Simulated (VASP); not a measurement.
Input of a VASP 6.6.1 run:

File INCAR:

```
SYSTEM = Co
PREC = Accurate
ENCUT = 520
EDIFF = 1E-6
ISMEAR = 0
SIGMA = 0.1
LREAL = .FALSE.
LASPH = .TRUE.
NELM = 150
ALGO = Normal
ISIF = 2
LWAVE = .FALSE.
LCHARG = .TRUE.
ISPIN = 2
MAGMOM = 3 3
LORBIT = 11
LMAXMIX = 4
GGA = CA
LELF = .TRUE.
LVHAR = .TRUE.
NBANDS = 20
```

The input KPOINTS:

```
Automatic mesh
0
G
  11 11 6
  0 0 0
```

Contents of POSCAR:

```
Co
1.0
    2.5053999800      0.0000000000      0.0000000000
   -1.2526999900      2.1697400300      0.0000000000
    0.0000000000      0.0000000000      4.0893000000
Co
2
Direct
    0.3333333300      0.6666666700      0.2500000000
    0.6666666700      0.3333333300      0.7500000000
```

Potentials or basis: VASP PAW LDA potentials, release 64 (Co).

Run with:

```console
$ cat potpaw_LDA.64/Co/POTCAR > POTCAR
$ mpirun -np 1 vasp_std > vasp.out
```

Question: Estimate the site moments.

Answer: Co +1.56 μB.

Question: Estimate the pressure.

Answer: -23.2 GPa.

Stress tensor (GPa, compression positive):
```
-22.12   0.00   0.00
  0.00 -22.12   0.00
  0.00   0.00 -25.32
```

Caveat: the cell stands under tension.
